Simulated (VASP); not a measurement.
Write the native input for VASP 6.6.1 that does the following.

```
Task                   : single point
Functional             : PBEsol
Potentials or basis    : VASP PAW PBE potentials, release 64 (C)
Cutoff                 : 520 eV
k mesh                 : 21 × 21 × 6
Occupations            : gaussian, width 0.15 eV
Spin                   : no spin polarisation
Dipole correction      : no
Further INCAR settings : ALGO = Normal; EDIFF = 1e-07; NBANDS = 16
```

The structure of C lies in POSCAR:

```
C
1.0
    1.3627648966     -2.1780379638      0.0000000000
    1.3627648966      2.1780379638      0.0000000000
    0.0000000000      0.0000000000      7.5474528647
C
4
Direct
    0.0833216498      0.9166783502      0.7498439858
    0.5833216498      0.4166783502      0.2501560142
    0.9166783502      0.0833216498      0.2501560142
    0.4166783502      0.5833216498      0.7498439858
```

One way to write it, as run:

INCAR

```
SYSTEM = C
ALGO     = Normal         ! electronic algorithm
EDIFF    = 1E-7           ! SCF threshold, eV
ENCUT    = 520            ! plane-wave cutoff, eV
GGA      = PS             ! functional
ISIF     = 2              ! what is computed and relaxed
ISMEAR   = 0              ! smearing method
LASPH    = .True.         ! aspherical terms in the spheres
LCHARG   = .True.         ! write CHGCAR
LELF     = .True.         ! ELF
LREAL    = .False.        ! projectors in reciprocal space
LVHAR    = .True.       
LWAVE    = .False.        ! write WAVECAR
NBANDS   = 16             ! bands
NELM     = 80             ! most SCF steps
PREC     = Accurate       ! precision mode
SIGMA    = 0.15           ! smearing width, eV
```

KPOINTS

```
k-points
0
Gamma
  21 21 6
  0 0 0
```

Potentials or basis: VASP PAW PBE potentials, release 64 (C).

Command:

```console
$ cat potpaw_PBE.64/C/POTCAR > POTCAR
$ mpirun -np 1 vasp_std > vasp.out
```

It gave:

```json
{"Pressure": "-34.0 GPa", "Largest force": "0.039 eV/Å"}
```

Caveat: the stress differs along the axes, from -74 to -0 GPa; this functional lacks dispersion, which binds layers or chains, so the pressure and a relaxed spacing across them are unreliable; the PAW data sets were made with another functional, which shifts forces and pressure a little.

It took 120 s on 1 thread of Intel(R) Xeon(R) 6975P-C (Granite Rapids), on a shared host, peak memory 0.34 GiB.
